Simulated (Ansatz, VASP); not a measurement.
**Two plane-wave programs on NaCl**

```
CELL_PARAMETERS angstrom
0.00000 2.81000 2.81000
2.81000 0.00000 2.81000
2.81000 2.81000 0.00000
ATOMIC_POSITIONS crystal
Na 0.00000 0.00000 0.00000
Cl 0.50000 0.50000 0.50000
```

Alike in both runs: task relaxation of cell and atoms; functional LDA; k mesh 10 × 10 × 10; occupations fermi-dirac, width 0.05 eV; no spin polarisation.

|  | VASP | Ansatz |
| --- | --- | --- |
| version | VASP 6.6.1 | Ansatz 0.2.0 |
| potentials or method | VASP PAW LDA potentials, release 64 (Na_pv, Cl) | PAW with Ansatz's default frozen-core files, scalar-relativistic |
| plane-wave cutoff (eV) | 600 | 420 |
| valence electrons in the cell | 14 | 16 |

```tsv
	VASP	Ansatz	Ansatz less VASP
relaxed volume (Å³/atom)	20.41	20.40	-0.012
relaxed length of the cell vector where the two differ most in proportion (Å)	3.865	3.864	-0.0008
```

LDA's correlation is that of Perdew and Zunger in VASP and of Perdew and Wang (1992) in Ansatz. VASP's potentials hold 14 valence electrons a cell and Ansatz's 16, so a difference there can come from the potentials and not from the codes.
